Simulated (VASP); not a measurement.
# C (Fd-3m) in VASP: further runs, part 2 of 2

VASP 6.6.1.

### 4 Single point, LDA

INCAR

```
PREC = Accurate
ENCUT = 600
EDIFF = 1E-6
ISMEAR = -1
SIGMA = 0.01
LREAL = False
LASPH = True
NELM = 120
ALGO = Normal
ISIF = 2
LWAVE = False
LCHARG = False
GGA = CA
NBANDS = 11
GGA_COMPAT = False
```

KPOINTS

```
regular mesh
0
Gamma
  13 13 13
```

POSCAR

```
C
1.0
    0.0000000000      1.7858109333      1.7858109333
    1.7858109333      0.0000000000      1.7858109333
    1.7858109333      1.7858109333      0.0000000000
C
2
Direct
    0.0000000000      0.0000000000      0.0000000000
    0.2500000002      0.2500000002      0.2500000002
```

Potentials or basis: VASP PAW LDA potentials, release 64 (C).

Launch:

```sh
> cat potpaw_LDA.64/C/POTCAR > POTCAR
> mpirun -np 1 vasp_std > vasp.out
```

OUTCAR:

```text
PREC = Accurate
   ENCUT = 600
   EDIFF = 1E-6
   ISMEAR = -1
   LREAL = False
   LASPH = True
   NELM = 120
   ISIF = 2
   GGA = CA

 ion  position               nearest neighbor table
   1  0.000  0.000  0.000-   2 1.55   2 1.55   2 1.55   2 1.55
   2  0.250  0.250  0.250-   1 1.55   1 1.55   1 1.55   1 1.55

  LATTYP: Found a face centered cubic cell.
 ALAT       =     3.5716218666

  Lattice vectors:

 A1 = (   0.0000000000,   1.7858109333,   1.7858109333)
[... 522 lines left out ...]

------------------------ aborting loop because EDIFF is reached ----------------------------------------

  FORCE on cell =-STRESS in cart. coord.  units (eV):
  Direction    XX          YY          ZZ          XY          YZ          ZX
  --------------------------------------------------------------------------------------
  -------------------------------------------------------------------------------------
  Total       -1.0017082     -1.0017082     -1.0017082      0.0000000      0.0000000     -0.0000000
  in kB     -140.9014306   -140.9014306   -140.9014306      0.0000000      0.0000000     -0.0000000
  external PRESSURE =    -140.9014306 kB  Pullay stress =       0.0000000 kB

 VOLUME and BASIS-vectors are now :
 -----------------------------------------------------------------------------
  energy-cutoff  :      600.00
  volume of cell :       11.39
      direct lattice vectors                 reciprocal lattice vectors
     0.000000000  1.785810933  1.785810933    -0.279984846  0.279984846  0.279984846
     1.785810933  0.000000000  1.785810933     0.279984846 -0.279984846  0.279984846
     1.785810933  1.785810933  0.000000000     0.279984846  0.279984846 -0.279984846

 POSITION                                       TOTAL-FORCE (eV/Angst)
 -----------------------------------------------------------------------------------
      0.00000      0.00000      0.00000        -0.000000      0.000000     -0.000000
      0.89291      0.89291      0.89291         0.000000     -0.000000      0.000000
 -----------------------------------------------------------------------------------
    total drift:                               -0.000000     -0.000000     -0.000000

  FREE ENERGIE OF THE ION-ELECTRON SYSTEM (eV)
  ---------------------------------------------------
  free  energy   TOTEN  =       -20.2379067032 eV

  energy  without entropy=      -20.2379067032  energy(sigma->0) =      -20.23790670
```

Run time: 4.1 s. Hardware: 1 thread of Intel Xeon 6975P-C (Granite Rapids), shared host; peak memory 0.12 GiB.

Results:

```yaml
Free_energy: -20.2379 eV
Pressure: -14.1 GPa
Band_gap_on_the_k_mesh: 4.10 eV (least direct gap 5.53 eV)
```

Levels at points of the mesh, in eV from the valence-band top:
| k point | band 2 | band 3 | band 4 | band 5 | band 6 | band 7 |
| --- | --- | --- | --- | --- | --- | --- |
| (0.00, 0.00, 0.00) | 0.00 | 0.00 | 0.00 | 5.53 | 5.53 | 5.53 |

Caveat: the cell stands under tension; an odd mesh through Γ misses points on the zone boundary, where band edges can lie.

### 5 Single point, r2SCAN

POSCAR is that of step 4.

INCAR.step1

```
ALGO = Normal
EDIFF = 1E-5
ENCUT = 660
GGA = PE
GGA_COMPAT = False
ISMEAR = -1
LASPH = True
LCHARG = False
LREAL = False
LWAVE = True
NBANDS = 11
NELM = 120
PREC = Accurate
SIGMA = 0.01
```

INCAR.step2

```
ALGO = Normal
EDIFF = 1E-6
ENCUT = 660
GGA_COMPAT = False
ISIF = 2
ISMEAR = -1
ISTART = 1
LASPH = True
LCHARG = False
LMIXTAU = True
LREAL = False
LWAVE = False
METAGGA = R2SCAN
NBANDS = 11
NELM = 120
PREC = Accurate
SIGMA = 0.01
```

KPOINTS

```
k-points
0
Gamma
  13 13 13
```

Potentials or basis: VASP PAW PBE potentials, release 64 (C).

Launch:

```sh
> cat potpaw_PBE.64/C/POTCAR > POTCAR
> cp INCAR.step1 INCAR
> mpirun -np 1 vasp_std > vasp.out
> cp INCAR.step2 INCAR
> mpirun -np 1 vasp_std > vasp.out
```

Run time: 24 s. Hardware: 1 thread of Intel Xeon 6975P-C (Granite Rapids), shared host; peak memory 0.14 GiB.

It converged, with:

```
Free energy            : -19.6683 eV
Pressure               : -4.1 GPa
Band gap on the k mesh : 4.33 eV (least direct gap 5.82 eV)
```

Levels at points of the mesh, in eV from the valence-band top:
```tsv
k point	band 2	band 3	band 4	band 5	band 6	band 7
(0.00, 0.00, 0.00)	0.00	0.00	0.00	5.82	5.82	5.82
```

Caveat: the cell stands under tension; the PAW data sets were made with another functional, which shifts forces and pressure a little; an odd mesh through Γ misses points on the zone boundary, where band edges can lie.

### 6 Overview

| level | potentials or basis | cutoff (eV) | smearing | gap on the mesh (eV) | pressure (GPa) |
| --- | --- | --- | --- | --- | --- |
| PBE | VASP PAW PBE potentials, release 64 (C) | 600 | gaussian 0.01 eV | 4.13 | 0.0 |
| PBE | VASP PAW PBE potentials, release 64 (C) | 600 | fermi-dirac 0.01 eV | 4.13 | 0.0 |
| LDA | VASP PAW LDA potentials, release 64 (C) | 600 | fermi-dirac 0.01 eV | 4.10 | -14.1 |
| r2SCAN | VASP PAW PBE potentials, release 64 (C) | 660 | fermi-dirac 0.01 eV | 4.33 | -4.1 |

Alike in all rows: task single point; no spin polarisation; cell as given; k mesh 13 × 13 × 13.

Caveats: an odd mesh through Γ misses points on the zone boundary, where band edges can lie; the cell stands under tension (at least some runs); the PAW data sets were made with another functional, which shifts forces and pressure a little (at least some runs).

Total energies depend on the potentials used, so only differences within one code and one set of settings carry meaning.
